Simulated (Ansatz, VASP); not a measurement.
**BN in VASP and in Ansatz**

```
B N
1.0
     0.00000    1.77060    1.77060
     1.77060    0.00000    1.77060
     1.77060    1.77060    0.00000
B N
1 1
Direct
  0.00000 0.00000 0.00000
  0.25000 0.25000 0.25000
```

Alike in both runs: task single point; functional LDA; k mesh 8 × 8 × 8; no spin polarisation.

|  | VASP | Ansatz |
| --- | --- | --- |
| version | VASP 6.6.1 | Ansatz 0.2.0 |
| potentials or method | VASP PAW LDA potentials, release 64 (B, N), cutoff 600 eV | plane waves, PAW |
| occupations | fermi-dirac, width 0.1 eV | fermi-dirac |
| valence electrons in the cell | 8 | 8 |

VASP gave:

| Item | Value |
| --- | --- |
| pressure (GPa) | 15.0 |

**Question.** What did Ansatz give for the same quantities?

**Answer.** Pressure (GPa): 14.2.

LDA's correlation is that of Perdew and Zunger in VASP and of Perdew and Wang (1992) in Ansatz.
